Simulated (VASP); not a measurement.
Input of a VASP 6.6.1 run:

Contents of INCAR:

```
PREC     = Accurate       # precision mode
ENCUT    = 500            # plane-wave cutoff, eV
EDIFF    = 1E-6           # SCF threshold, eV
ISMEAR   = 0              # smearing method
SIGMA    = 0.1            # smearing width, eV
LREAL    = F              # projectors in reciprocal space
LASPH    = T              # aspherical terms in the spheres
NELM     = 120            # most SCF steps
ALGO     = Normal         # electronic algorithm
ISIF     = 2              # what is computed and relaxed
LWAVE    = F              # write WAVECAR
LCHARG   = F              # write CHGCAR
GGA      = PS             # functional
NBANDS   = 10             # bands
GGA_COMPAT= F
```

The input KPOINTS:

```
regular mesh
0
Gamma
  22 22 22
```

The input POSCAR:

```
Na
1.0
    0.0000000000      1.8990761165      1.8990761165
    1.8990761165      0.0000000000      1.8990761165
    1.8990761165      1.8990761165      0.0000000000
Na
1
Direct
    0.0000000000      0.0000000000      0.0000000000
```

Potentials or basis: VASP PAW PBE potentials, release 64 (Na_pv).

Launch:

```bash
$ cat potpaw_PBE.64/Na_pv/POTCAR > POTCAR
$ mpirun -np 1 vasp_std > vasp.out
```

(1) Estimate the pressure.

(2) Predict the band gap on the k mesh.

## Answers

(1) 47.9 GPa.

(2) zero (an odd number of electrons rules out a gap without spin polarisation).

Caveat: the cell stands under pressure; the PAW data sets were made with another functional, which shifts forces and pressure a little.
